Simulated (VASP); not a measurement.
Runs of VASP 6.6.1 on Ag3BrO. The structure is that of space group P6_3/mmc (No. 194), or close to it. The cells are those of the table. 

```csv
task,spin,cell,k mesh,cutoff (eV),k mesh for the DOS,occupations for the DOS,gap on the mesh (eV),pressure (GPa),moment (μB),largest force (eV/Å)
single point,off,"a = 6.151, b = 6.151, c = 5.651 Å, angles 90.0, 90.0, 120.0°, 10 atoms",6 × 6 × 8,520,-,-,none,-0.1,-,-
single point,"collinear, ferromagnetic start","a = 6.304, b = 6.304, c = 5.295 Å, angles 90.0, 90.0, 120.0°, 10 atoms",3 × 3 × 4,520,-,-,none,4.3,0.00,1.22
single point,off,"a = 6.245, b = 6.245, c = 5.458 Å, angles 90.0, 90.0, 120.0°, 10 atoms",3 × 3 × 4,520,-,-,none,-0.2,-,0.03
single point,off,"a = 6.304, b = 6.304, c = 5.295 Å, angles 90.0, 90.0, 120.0°, 10 atoms",3 × 3 × 4,520,-,-,none,(a),-,1.22
relaxation of cell and atoms,off,"relaxed from a = 6.304, b = 6.304, c = 5.295 Å, angles 90.0, 90.0, 120.0°, 10 atoms",3 × 3 × 4,600,-,-,none,-0.1,-,0.03
single point,"collinear, ferromagnetic start","a = 6.245, b = 6.245, c = 5.458 Å, angles 90.0, 90.0, 120.0°, 10 atoms",3 × 3 × 4,520,-,-,none,-0.2,0.00,0.03
```

Alike in all rows: level PBE; potentials or basis VASP PAW PBE potentials, release 64 (Ag, Br, O); smearing gaussian 0.1 eV.

Estimate the missing entries.

(a) 4.4.

Caveats: some runs use coarse meshes; forces of over 1 eV/Å act on the atoms, so gaps and moduli don't describe the material at rest (some runs).

A k mesh can miss the band edges, and the runs leave out spin-orbit coupling on Ag, Br.

A gap of «none» marks levels without a gap at the run's occupations.
